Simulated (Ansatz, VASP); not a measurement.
## Two plane-wave programs on SnTe

```
CELL_PARAMETERS angstrom
0.00000 3.15085 3.15085
3.15085 0.00000 3.15085
3.15085 3.15085 0.00000
ATOMIC_POSITIONS crystal
Sn 0.00000 0.00000 0.00000
Te 0.50000 0.50000 0.50000
```

Alike in both runs: task relaxation of cell and atoms; functional r2SCAN; k mesh 12 × 12 × 12; occupations gaussian, width 0.1 eV; no spin polarisation.

|  | VASP | Ansatz |
| --- | --- | --- |
| version | VASP 6.6.1 | Ansatz 0.2.0 |
| potentials or method | VASP PAW PBE potentials, release 64 (Sn_d, Te), cutoff 600 eV | scalar-relativistic, plane waves, PAW |
| valence electrons in the cell | 20 | 30 |

VASP gave:

```
gap on the k mesh at the Fermi level, each at its own relaxed structure (eV) : 0.13
relaxed volume (Å³/atom)                                                     : 32.31
relaxed length of the cell vector where the two differ most in proportion (Å)              : 4.504
```

What did Ansatz give for the same quantities?

gap on the k mesh at the Fermi level, each at its own relaxed structure (eV): 0.13; relaxed volume (Å³/atom): 32.33; relaxed length of the cell vector where the two differ most in proportion (Å): 4.505.

VASP's potentials were made for PBE, not for r2SCAN. VASP's potentials hold 20 valence electrons a cell and Ansatz's 30, so a difference there can come from the potentials and not from the codes.

Neither program's run includes spin-orbit coupling.
